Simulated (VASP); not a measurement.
# MnSbSe2S (C2/m) in VASP: a series of runs, part 2 of 2

VASP 6.6.1. The steps go on from the part before.

## (3) Single point, r2SCAN

POSCAR reads:

```
MnSbSe2S
1.0
    0.0000000000      3.8280780000      0.0000000000
    6.3165800000     -1.9140390000      0.0000000000
    0.2124370000      0.0000000000     -9.5823070000
S Sb Se Mn
2 2 4 2
Direct
    0.3633600000      0.7267200000      0.9229000000
    0.6366400000      0.2732800000      0.0771000000
    0.2938500000      0.5877000000      0.3152400000
    0.7061500000      0.4123000000      0.6847600000
    0.0744200000      0.1488400000      0.7419900000
    0.9255800000      0.8511600000      0.2580100000
    0.3611000000      0.7222000000      0.5547700000
    0.6389000000      0.2778000000      0.4452300000
    0.0000000000      0.0000000000      0.5000000000
    0.0000000000      0.0000000000      0.0000000000
```

INCAR.step1 reads:

```
  PREC = Accurate
  ENCUT = 520
  ISMEAR = -1
  SIGMA = 0.1
  LREAL = False
  LASPH = True
  NELM = 60
  NBANDS = 47
  GGA = PE
  ALGO = Normal
  EDIFF = 1E-4
  LWAVE = True
  LCHARG = False
```

INCAR.step2 reads:

```
  PREC = Accurate
  ENCUT = 520
  EDIFF = 1E-7
  ISMEAR = -1
  SIGMA = 0.1
  LREAL = False
  LASPH = True
  NELM = 60
  ALGO = Normal
  ISIF = 2
  LWAVE = False
  LCHARG = False
  METAGGA = R2SCAN
  LMIXTAU = True
  NBANDS = 47
  ISTART = 1
```

KPOINTS reads:

```
Automatic mesh
0
Gamma
  5 5 2
```

Potentials or basis: VASP PAW PBE potentials, release 64 (S, Sb, Se, Mn_pv).

Started as:

```sh
cat potpaw_PBE.64/S/POTCAR potpaw_PBE.64/Sb/POTCAR potpaw_PBE.64/Se/POTCAR potpaw_PBE.64/Mn_pv/POTCAR > POTCAR
cp INCAR.step1 INCAR
mpirun -np 1 vasp_std > vasp.out
cp INCAR.step2 INCAR
mpirun -np 1 vasp_std > vasp.out
```

OUTCAR:

```text
PREC = Accurate
   ENCUT = 520
   EDIFF = 1E-7
   ISMEAR = -1
   LREAL = False
   LASPH = True
   NELM = 60
   ISIF = 2
   METAGGA = R2SCAN
   ISTART = 1

 ion  position               nearest neighbor table
   1  0.363  0.727  0.923-  10 2.69  10 2.69
   2  0.637  0.273  0.077-  10 2.69  10 2.69
   3  0.294  0.588  0.315-   7 2.47   6 2.59   6 2.59   8 2.99   8 2.99
   4  0.706  0.412  0.685-   8 2.47   5 2.59   5 2.59   7 2.99   7 2.99
   5  0.074  0.149  0.742-   9 2.52   4 2.59   4 2.59  10 2.63
   6  0.926  0.851  0.258-   9 2.52   3 2.59   3 2.59  10 2.63
   7  0.361  0.722  0.555-   3 2.47   9 2.64   9 2.64   4 2.99   4 2.99
   8  0.639  0.278  0.445-   4 2.47   9 2.64   9 2.64   3 2.99   3 2.99
   9  0.000  0.000  0.500-   5 2.52   6 2.52   8 2.64   7 2.64   8 2.64   7 2.64
  10  0.000  0.000  0.000-   5 2.63   6 2.63   2 2.69   2 2.69   1 2.69   1 2.69

  LATTYP: Found a base centered monoclinic cell.
 ALAT       =    12.6331600000
 B/A-ratio  =     0.3030182472
 C/A-ratio  =     0.7586907428
 COS(beta)  =    -0.0221642673

  Lattice vectors:

 A1 = (  -6.3165800000,  -1.9140390000,   0.0000000000)
 A2 = (  -6.3165800000,   1.9140390000,   0.0000000000)
 A3 = (   0.2124370000,   0.0000000000,  -9.5823070000)

Analysis of symmetry for initial positions (statically):
=====================================================================
 Subroutine PRICEL returns:
 Original cell was already a primitive cell.

 Routine SETGRP: Setting up the symmetry group for a
 base centered monoclinic supercell.

 Subroutine GETGRP returns: Found  4 space group operations
 (whereof  4 operations were pure point group operations)
 out of a pool of  4 trial point group operations.

The static configuration has the point symmetry C_2h.

Analysis of symmetry for dynamics (positions and initial velocities):
=====================================================================
 Subroutine PRICEL returns:
[... 143 lines left out ...]
   METAGGA = R2SCAN    functional components
   LHFCALC =     F    Hartree Fock is set to
   AEXX    =    0.0000 exact exchange contribution
   IVDW    =     0    specifies the selected vdW correction
   LEPSILON=     F    determine dielectric tensor
   LRPA    =     F    only Hartree local field effects (RPA)
 non-spin polarized calculation
  energy-cutoff  :      520.00
  volume of cell :      231.70
 maximum number of plane-waves:      6264
   NGX = 15   NGY = 25   NGZ = 35

 number of electron      72.0000000 magnetization

 Free energy of the ion-electron system (eV)
  ---------------------------------------------------
  ext. energy  EPLUGINS =         0.00000000
  ---------------------------------------------------
  free energy    TOTEN  =      -151.53573062 eV

  energy without entropy =     -151.07078671  energy(sigma->0) =     -151.30325866

 E-fermi :   4.6617     XC(G=0): -10.2096

 val. band max:        4.6396139895   @ k =   0.2000  -0.0000   0.0000
 cond. band min:       4.6667354698   @ k =   0.0000   0.4000   0.0000
 fundamental gap:      0.0271214802
 Fermi energy:         4.6616933127

 k-point     1 :       0.0000    0.0000    0.0000
  band No.  band energies     occupation
      1     -45.0853      2.00000
      2     -45.0424      2.00000
      3     -44.9287      2.00000
      4     -44.5491      2.00000
      5     -44.5461      2.00000
      6     -44.5179      2.00000
[... 889 lines left out ...]
     46       8.2978      0.00000
     47       8.4497      0.00000

------------------------ aborting loop because EDIFF is reached ----------------------------------------

  FORCE on cell =-STRESS in cart. coord.  units (eV):
  Direction    XX          YY          ZZ          XY          YZ          ZX
  --------------------------------------------------------------------------------------
  -------------------------------------------------------------------------------------
  Total       -4.9836958     -6.8863011     -0.2615850      0.0000000      0.0000000      2.2729981
  in kB      -34.4611092    -47.6171866     -1.8088001      0.0000000      0.0000000     15.7172585
  external PRESSURE =     -27.9623653 kB  Pullay stress =       0.0000000 kB

 VOLUME and BASIS-vectors are now :
 -----------------------------------------------------------------------------
  energy-cutoff  :      520.00
  volume of cell :      231.70
      direct lattice vectors                 reciprocal lattice vectors
     0.000000000  3.828078000  0.000000000     0.079156759  0.261227697  0.001754883
     6.316580000 -1.914039000  0.000000000     0.158313518  0.000000000  0.003509765
     0.212437000  0.000000000 -9.582307000     0.000000000  0.000000000 -0.104359002

 POSITION                                       TOTAL-FORCE (eV/Angst)
 -----------------------------------------------------------------------------------
      4.78644      0.00000     -8.84351         2.199396     -0.000000     -1.082622
      1.74257      1.91404     -0.73880        -2.199396      0.000000      1.082622
      3.77922      0.00000     -3.02073        -1.779506     -0.000000      2.304965
      2.74979      1.91404     -6.56158         1.779506      0.000000     -2.304965
      1.09779      0.00000     -7.10998        -1.943725      0.000000     -0.668062
      5.43123      1.91404     -2.47233         1.943725      0.000000      0.668062
      4.67969      0.00000     -5.31598         2.049763      0.000000     -1.218776
      1.84933      1.91404     -4.26633        -2.049763      0.000000      1.218776
      0.10622      0.00000     -4.79115         0.000000     -0.000000      0.000000
      0.00000      0.00000      0.00000         0.000000     -0.000000      0.000000
 -----------------------------------------------------------------------------------
    total drift:                                0.000000     -0.000000     -0.000000

  FREE ENERGIE OF THE ION-ELECTRON SYSTEM (eV)
  ---------------------------------------------------
  free  energy   TOTEN  =      -151.5357306193 eV

  energy  without entropy=     -151.0707867063  energy(sigma->0) =     -151.30325866
```

OUTCAR.step1:

```text
PREC = Accurate
   ENCUT = 520
   ISMEAR = -1
   LREAL = False
   LASPH = True
   NELM = 60
[... 1144 lines left out ...]
      1.84933      1.91404     -4.26633        -2.198209     -0.000000      1.427775
      0.10622      0.00000     -4.79115         0.000000      0.000000      0.000000
      0.00000      0.00000      0.00000         0.000000     -0.000000      0.000000
 -----------------------------------------------------------------------------------
    total drift:                                0.000000     -0.000000     -0.000000

  FREE ENERGIE OF THE ION-ELECTRON SYSTEM (eV)
  ---------------------------------------------------
  free  energy   TOTEN  =       -46.1626864451 eV

  energy  without entropy=      -45.6542256003  energy(sigma->0) =      -45.90845602
```

OSZICAR.step1:

```text
N       E                     dE             d eps       ncg     rms          rms(c)
DAV:   1     0.598037871955E+03    0.59804E+03   -0.33472E+04  1892   0.140E+03
DAV:   2     0.133680778165E+02   -0.58467E+03   -0.55953E+03  1882   0.329E+02
DAV:   3    -0.504954013178E+02   -0.63863E+02   -0.61572E+02  2177   0.105E+02
DAV:   4    -0.528457879744E+02   -0.23504E+01   -0.23154E+01  2051   0.192E+01
DAV:   5    -0.528949790521E+02   -0.49191E-01   -0.49100E-01  2121   0.315E+00    0.259E+01
DAV:   6    -0.102114983164E+03   -0.49220E+02   -0.39795E+02  1892   0.794E+01    0.829E+01
DAV:   7    -0.609297116933E+02    0.41185E+02   -0.79274E+01  1978   0.636E+01    0.480E+01
DAV:   8    -0.532180141215E+02    0.77117E+01   -0.74410E+01  2095   0.272E+01    0.335E+01
DAV:   9    -0.469035881648E+02    0.63144E+01   -0.34991E+01  2239   0.385E+01    0.123E+01
DAV:  10    -0.468221593133E+02    0.81429E-01   -0.12604E+01  1827   0.112E+01    0.182E+01
DAV:  11    -0.461990096655E+02    0.62315E+00   -0.51152E+00  2194   0.517E+00    0.364E+00
DAV:  12    -0.462171841804E+02   -0.18175E-01   -0.75708E-01  1961   0.243E+00    0.529E+00
DAV:  13    -0.461906388603E+02    0.26545E-01   -0.71343E-02  2237   0.108E+00    0.396E+00
DAV:  14    -0.461721007609E+02    0.18538E-01   -0.31456E-02  2022   0.496E-01    0.236E+00
DAV:  15    -0.461648641759E+02    0.72366E-02   -0.21444E-02  2190   0.318E-01    0.116E+00
DAV:  16    -0.461628668071E+02    0.19974E-02   -0.11941E-02  2172   0.365E-01    0.382E-01
DAV:  17    -0.461626144436E+02    0.25236E-03   -0.68031E-04  1533   0.127E-01    0.196E-01
DAV:  18    -0.461626864451E+02   -0.72001E-04   -0.17289E-04  1028   0.593E-02
   1 F= -.46162686E+02 E0= -.45908456E+02  d E =-.508461E+00
```

Wall time 16 min (1 thread of Intel Xeon 6975P-C (Granite Rapids), shared host); peak memory 0.47 GiB.

Results:

- Free energy: -151.5357 eV
- Pressure: -2.8 GPa
- Largest force: 2.912 eV/Å
- Band gap on the k mesh: zero (bands 36 and 37 overlap by 0.12 eV)

Forces in eV/Å, atoms in the order of the input:
```
S    2.199  0.000 -1.083
S   -2.199  0.000  1.083
Sb  -1.780  0.000  2.305
Sb   1.780  0.000 -2.305
Se  -1.944  0.000 -0.668
Se   1.944  0.000  0.668
Se   2.050  0.000 -1.219
Se  -2.050  0.000  1.219
Mn   0.000  0.000  0.000
Mn   0.000  0.000  0.000
```

Stress tensor (GPa, compression positive):
```
-3.45  0.00  1.57
 0.00 -4.76  0.00
 1.57  0.00 -0.18
```

Levels at points of the mesh, in eV from the Fermi level:
```
           k point  band 33  band 34  band 35  band 36  band 37  band 38  band 39  band 40
(0.00, 0.00, 0.00)    -0.46    -0.29    -0.28    -0.21    -0.14     0.06     0.87     0.98
(0.00, 0.00, 0.50)    -0.43    -0.29    -0.26    -0.26     0.04     0.17     0.88     1.15
```

Caveat: the PAW data sets were made with another functional, which shifts forces and pressure a little; spin-orbit coupling is left out, which moves the levels of the heavy elements; the run has no spin polarisation, though such a crystal can be magnetic; semilocal functionals often make such compounds metallic where correlation or magnetic order opens a gap, which also shifts bond lengths.

The gap in the log of VASP goes by the Fermi energy; the results here count the filled bands.